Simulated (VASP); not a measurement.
Yb, 2 atoms in the cell. Symmetry: P6_3/mmc, No. 194, hexagonal system. The conventional cell has a = 3.123 Å, b = 3.123 Å, c = 5.071 Å, α = 90.00°, β = 90.00°, γ = 120.00°. Yb (site symmetry -6m2) has 12 Yb at 3.11 to 3.12 Å within 4.1 Å. This isn't the form of Yb at room conditions, which is fcc.

```yaml
Program: VASP 6.6.1
Task: single point
Functional: PBE
Potentials_or_basis: VASP PAW PBE potentials, release 64 (Yb)
Cutoff: 520 eV
k_mesh: 14 × 14 × 8
Occupations: fermi-dirac, width 0.05 eV
Spin: no spin polarisation
Dipole_correction: no
Further_INCAR_settings: ALGO = Normal; EDIFF = 1e-06; NBANDS = 31
```

Potentials or basis: VASP PAW PBE potentials, release 64 (Yb).

Run with:

```bash
$ cat potpaw_PBE.64/Yb/POTCAR > POTCAR
$ mpirun -np 1 vasp_std > vasp.out
```

Hardware: 1 thread of Intel(R) Xeon(R) Platinum 8259CL CPU @ 2.50GHz (Skylake/Cascade Lake), on a shared host.

Problem. Estimate the wall time of this run.

Solution. Run time: 5.4 min on 1 thread of Intel(R) Xeon(R) Platinum 8259CL CPU @ 2.50GHz (Skylake/Cascade Lake), on a shared host, peak memory 0.27 GiB. Counts: scf iterations 32, k points 120.
